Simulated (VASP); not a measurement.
Crystal: ZnO (zincite).

```xyz
4
Lattice="3.2493 0.0000 0.0000 -1.6247 2.8140 0.0000 0.0000 0.0000 5.2057" Properties=species:S:1:pos:R:3 pbc="T T T"
Zn    1.6247    0.9380    0.0000
Zn    0.0000    1.8760    2.6029
O     0.0000    1.8760    4.5759
O     1.6247    0.9380    1.9730
```

| Item | Value |
| --- | --- |
| Program | VASP 6.6.1 |
| Task | relaxation of cell and atoms |
| Functional | PBEsol |
| Dispersion | D3(BJ) |
| Potentials or basis | VASP PAW PBE potentials, release 64 (Zn, O) |
| Cutoff | 600 eV |
| k mesh | 9 × 9 × 5 |
| Occupations | fermi-dirac, width 0.05 eV |
| Spin | no spin polarisation |

At the start: pressure -3.2 GPa; volume 11.90 Å³/atom.

Q: How do energy, volume and symmetry change on relaxing?

A: Over 7 steps the energy falls by 3.0 meV/atom and the volume is 11.64 Å³/atom (-2.2 %); space group P6_3mc (No. 186, to 0.05 Å).

Step by step:
```csv
step,energy change (eV),largest force (eV/Å),pressure (GPa),volume (Å³)
1,0.0000,0.0657,-3.19,47.60
2,-0.0084,0.0354,1.97,45.98
3,-0.0118,0.0027,0.06,46.53
4,-0.0118,0.0042,0.06,46.55
5,-0.0119,0.0129,-0.10,46.57
6,-0.0119,0.0119,-0.06,46.57
7,-0.0119,0.0098,-0.08,46.57
```

Final structure:
```
Zn O
1.0
     3.22026    0.00000    0.00000
    -1.61013    2.78882    0.00000
     0.00000    0.00000    5.18562
Zn O
2 2
Direct
  0.66667 0.33333 0.99958
  0.33333 0.66667 0.49958
  0.33333 0.66667 0.87943
  0.66667 0.33333 0.37943
```

Caveat: the PAW data sets were made with another functional, which shifts forces and pressure a little.
